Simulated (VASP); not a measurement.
Se: single point with PBE

Se:

```
CELL_PARAMETERS angstrom
-2.16613 2.16613 1.14149
2.16613 -2.16613 1.14149
2.16613 2.16613 -1.14149
ATOMIC_POSITIONS crystal
Se 0.62500 0.87500 0.75000
Se 0.37500 0.12500 0.25000
```

```
Program             : VASP 6.6.1
Task                : single point
Functional          : PBE
Potentials or basis : VASP PAW PBE potentials, release 64 (Se)
Cutoff              : 520 eV
k mesh              : 18 × 18 × 18
Occupations         : fermi-dirac, width 0.1 eV
Spin                : no spin polarisation
```

* Pressure: 223.5 GPa
* Band gap on the k mesh: zero (band 6 reaches 23.68 eV, above the bottom of band 7 at 13.88 eV)

Stress tensor (GPa, compression positive):
```
223.37   0.00   0.00
  0.00 223.37   0.00
  0.00   0.00 223.65
```

Levels at points of the mesh, in eV from the Fermi level:
```csv
k point,band 3,band 4,band 5,band 6,band 7,band 8,band 9,band 10
"(0.00, 0.00, 0.00)",-10.29,-10.29,-2.22,4.11,4.11,5.72,6.59,8.84
"(0.50, 0.00, 0.00)",-9.73,-9.58,-8.44,-3.08,-1.21,1.44,5.60,9.47
"(0.50, 0.50, 0.00)",-6.15,-6.15,-3.76,-3.76,5.37,5.37,9.81,9.81
"(0.50, 0.50, 0.50)",-15.19,-15.19,3.26,3.26,9.11,9.11,14.24,14.24
```

Run time: 26 s on 1 thread of Intel(R) Xeon(R) 6975P-C (Granite Rapids), with other jobs on the host, peak memory 0.22 GiB.
